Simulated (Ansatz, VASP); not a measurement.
## BaTiO3: VASP beside Ansatz

INCAR

```
  ALGO = Normal
  EDIFF = 1E-6
  ENCUT = 520
  GGA = CA
  ISIF = 2
  ISMEAR = -1
  LASPH = T
  LCHARG = T
  LELF = T
  LREAL = F
  LVHAR = T
  LWAVE = F
  NBANDS = 28
  NELM = 80
  PREC = Accurate
  SIGMA = 0.05
```

The input KPOINTS:

```
k-points
0
Gamma
  9 9 9
```

POSCAR

```
BaTiO3
1.0
    2.8463949824      1.6433669093      2.3330812713
   -2.8463949824      1.6433669093      2.3330812713
    0.0000000000     -3.2867338186      2.3330812713
Ba Ti O
1 1 3
Direct
    0.0000000000      0.0000000000      0.0000000000
    0.5140000000      0.5140000000      0.5140000000
    0.4916000000      0.4916000000      0.9815000000
    0.4916000000      0.9815000000      0.4916000000
    0.9815000000      0.4916000000      0.4916000000
```

Input for Ansatz:

```yaml
crystal:
  lattice:
    - [2.8463949824, 1.6433669093, 2.3330812713]
    - [-2.8463949824, 1.6433669093, 2.3330812713]
    - [0.0, -3.2867338186, 2.3330812713]
  atoms:
    - { symbol: Ba, position: [0.0, 0.0, 0.0] }
    - { symbol: Ti, position: [0.514, 0.514, 0.514] }
    - { symbol: O, position: [0.4916, 0.4916, 0.9815] }
    - { symbol: O, position: [0.4916, 0.9815, 0.4916] }
    - { symbol: O, position: [0.9815, 0.4916, 0.4916] }
kpoints:
  mp_grid: { grid: [9, 9, 9] }
  band_path:
    path:
      - [0.0, 0.0, 0.0]
      - [0.5, 0.5, 0.5]
      - [0.5025694503, 0.4974305497, 0.5]
      - [0.5, -0.4974305497, 0.4974305497]
      - [0.5, 0.0, 0.0]
      - [0.0, 0.0, 0.0]
      - [0.4987152749, -0.4987152749, 0.0]
      - [0.5012847251, 0.0, 0.4987152749]
      - [0.5, 0.0, 0.5]
    npoints: 5
scf:
  occupations: { method: fermi_dirac, width: 0.05 }
hamiltonian:
  xc: lda
  pseudopotentials: { kind: all_electron, lapw: { basis_error: 0.001 } }
output:
  forces: true
  stress: true
  eigenvalues: true
```

Change from the starting cell: volume scaled by 1.02.

Alike in both runs: task single point; functional LDA; k mesh 9 × 9 × 9; occupations fermi-dirac, width 0.05 eV; no spin polarisation.

```csv
,VASP,Ansatz
version,VASP 6.6.1,Ansatz 0.2.0
potentials or method,"VASP PAW LDA potentials, release 64 (Ba_sv, Ti_sv, O), cutoff 520 eV","all-electron LAPW, scalar-relativistic"
```

```csv
,VASP,Ansatz,Ansatz less VASP
gap on the k mesh at the Fermi level (eV),2.25,2.30,+0.051
pressure (GPa),-7.1,-9.0,-1.92
rms of the force components (eV/Å),0.070,0.103,+0.0331
```

LDA's correlation is that of Perdew and Zunger in VASP and of Perdew and Wang (1992) in Ansatz. Atom by atom the forces differ by 0.036 eV/Å (rms over components). Ansatz ran all-electron here, and VASP with PAW potentials.

Spin-orbit coupling is off throughout.
